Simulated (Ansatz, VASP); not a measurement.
# One calculation of InSe, two programs

```
In Se
1.0
     4.08586   -0.00113    0.00640
    -2.04388    3.53783    0.03735
     0.03070    0.21177   18.68603
In Se
4 4
Direct
  0.33892 0.67728 0.17537
  0.67450 0.34296 0.67336
  0.32244 0.65306 0.32656
  0.66414 0.32669 0.82471
  0.34638 0.68451 0.60513
  0.67723 0.35222 0.10721
  0.32575 0.65166 0.89295
  0.65064 0.31161 0.39472
```

Change from the starting cell: cell x1, atoms moved at random (sigma 0.05 Å) and cell strained at random (1.5 %), then relaxed without symmetry.

Alike in both runs: functional PBE; k mesh 6 × 6 × 1; occupations gaussian, width 0.1 eV; no spin polarisation.

Ansatz relaxed the structure, and its values are those at the end. VASP's run is a single point on that final structure, the one shown.

|  | VASP | Ansatz |
| --- | --- | --- |
| version | VASP 6.6.1 | Ansatz 0.2.0 |
| potentials or method | VASP PAW PBE potentials, release 64 (In_d, Se), cutoff 520 eV | scalar-relativistic, plane waves, PAW |
| valence electrons in the cell | 76 | 116 |

Ansatz gave:

```
gap on the k mesh at the Fermi level (eV) : 0.79
least direct gap on the mesh (eV)         : 0.79
pressure (GPa)                            : 0.0
rms of the force components (eV/Å)        : 0.005
```

Question: Which values does VASP return?

Answer: gap on the k mesh at the Fermi level (eV): 0.78; least direct gap on the mesh (eV): 0.78; pressure (GPa): 0.1; rms of the force components (eV/Å): 0.010.

The functional is the same, so the differences come from potentials, cutoffs and numerics. VASP's potentials hold 76 valence electrons a cell and Ansatz's 116, so a difference there can come from the potentials and not from the codes.
